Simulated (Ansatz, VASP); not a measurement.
## One calculation of Ir, two programs

```
Ir
1.0
     0.00000    1.91970    1.89090
     1.91970    0.00000    1.89090
     1.91970    1.91970    0.00000
Ir
1
Direct
  0.00000 0.00000 0.00000
```

Change from the starting cell: strain -0.0150 x Voigt [0, 0, 1, 0, 0, 0], atoms carried along.

Alike in both runs: task single point; functional LDA; k mesh 8 × 8 × 8; occupations gaussian, width 0.15 eV; no spin polarisation.

|  | VASP | Ansatz |
| --- | --- | --- |
| version | VASP 6.6.1 | Ansatz 0.2.0 |
| potentials or method | VASP PAW LDA potentials, release 64 (Ir_sv_GW), cutoff 560 eV | scalar-relativistic, plane waves, PAW |
| valence electrons in the cell | 17 | 17 |

VASP gave:

* gap on the k mesh at the Fermi level (eV): none
* pressure (GPa): -1.6
* traceless stress, the component that is largest in VASP (GPa): 3.83

Question: Which values does Ansatz return?

Answer: gap on the k mesh at the Fermi level (eV): none; pressure (GPa): -1.2; traceless stress, the component that is largest in VASP (GPa): 3.85.

LDA's correlation is that of Perdew and Zunger in VASP and of Perdew and Wang (1992) in Ansatz. A gap of «none» marks a metal or a gap that the smearing closes.

Neither program's run includes spin-orbit coupling.
